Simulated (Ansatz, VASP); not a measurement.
# C4N in VASP and in Ansatz

```
C N
1.0
     2.38472   -4.26631    0.00000
     2.38472    4.26631    0.00000
     0.00000    0.00000    2.56125
C N
4 1
Direct
  0.58170 0.41830 0.50000
  0.41830 0.58170 0.50000
  0.26251 0.26251 0.00000
  0.73749 0.73749 0.00000
  0.00000 0.00000 0.00000
```

Change from the starting cell: species swapped into the OsCl4 type (Cmmm, No. 65).

Alike in both runs: task single point; functional PBE; k mesh 4 × 4 × 6; occupations gaussian, width 0.1 eV; collinear spin.

```csv
,VASP,Ansatz
version,VASP 6.6.1,Ansatz 0.2.0
potentials or method,"VASP PAW PBE potentials, release 64 (C, N), cutoff 520 eV","scalar-relativistic, plane waves, PAW"
valence electrons in the cell,21,21
```

Ansatz gave:

```
gap on the k mesh at the Fermi level (eV)                     : none
pressure (GPa)                                                : 0.1
traceless stress, the component that is largest in VASP (GPa) : 0.21
rms of the force components (eV/Å)                            : 0.009
net moment per atom (μB)                                      : 0.00
```

**Question.** What did VASP give for the same quantities?

**Answer.** gap on the k mesh at the Fermi level (eV): none; pressure (GPa): 0.3; traceless stress, the component that is largest in VASP (GPa): 0.23; rms of the force components (eV/Å): 0.046; net moment per atom (μB): 0.00.

Atom by atom the forces differ by 0.037 eV/Å (rms over components). A gap of «none» marks a metal or a gap that the smearing closes. Ansatz's warnings: seeded moment not kept.

The k mesh is coarse, so the values compare programs but aren't converged. Noted on VASP's run: the standard files for N, O and F lose accuracy on very short bonds.
